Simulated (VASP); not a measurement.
A run of VASP 6.6.1 is set up as follows.

Contents of INCAR:

```
ALGO = Normal
EDIFF = 1E-6
ENCUT = 520
GGA = PE
ISIF = 2
ISMEAR = 1
LASPH = True
LCHARG = True
LELF = True
LREAL = False
LVHAR = True
LWAVE = False
NBANDS = 51
NELM = 100
PREC = Accurate
SIGMA = 0.2569
```

File KPOINTS:

```
k-points
0
Gamma
  4 4 2
```

The input POSCAR:

```
BaZn2B2
1.0
    4.1493580000      0.0000000000      0.0000000000
    0.0000000000      4.1493580000      0.0000000000
    0.0000000000      0.0000000000     10.0239290000
B Zn Ba
4 4 2
Direct
    0.0000000000      0.5000000000      0.8660000000
    0.5000000000      0.0000000000      0.1340000000
    0.0000000000      0.0000000000      0.5000000000
    0.5000000000      0.5000000000      0.5000000000
    0.0000000000      0.5000000000      0.6140000000
    0.5000000000      0.0000000000      0.3860000000
    0.0000000000      0.0000000000      0.0000000000
    0.5000000000      0.5000000000      0.0000000000
    0.0000000000      0.5000000000      0.2480000000
    0.5000000000      0.0000000000      0.7520000000
```

Potentials or basis: VASP PAW PBE potentials, release 64 (B, Zn, Ba_sv).

Run with:

```bash
$ cat potpaw_PBE.64/B/POTCAR potpaw_PBE.64/Zn/POTCAR potpaw_PBE.64/Ba_sv/POTCAR > POTCAR
$ mpirun -np 1 vasp_std > vasp.out
```

**Question.** Estimate the largest force.

**Answer.** 0.785 eV/Å.

**Question.** Predict the pressure.

**Answer.** -2.8 GPa.

**Question.** What does it give for the band gap on the k mesh?

**Answer.** Zero (band 40 reaches 3.43 eV, above the bottom of band 41 at 2.18 eV).

Forces in eV/Å, atoms in the order of the input:
```
B    0.000  0.000  0.707
B    0.000  0.000 -0.707
B    0.000  0.000  0.000
B    0.000  0.000  0.000
Zn   0.000  0.000 -0.517
Zn   0.000  0.000  0.517
Zn   0.000  0.000  0.000
Zn   0.000  0.000  0.000
Ba   0.000  0.000  0.785
Ba   0.000  0.000 -0.785
```

Caveat: the k points lie up to 0.38 Å⁻¹ apart; spin-orbit coupling is left out, which moves the levels of the heavy elements.
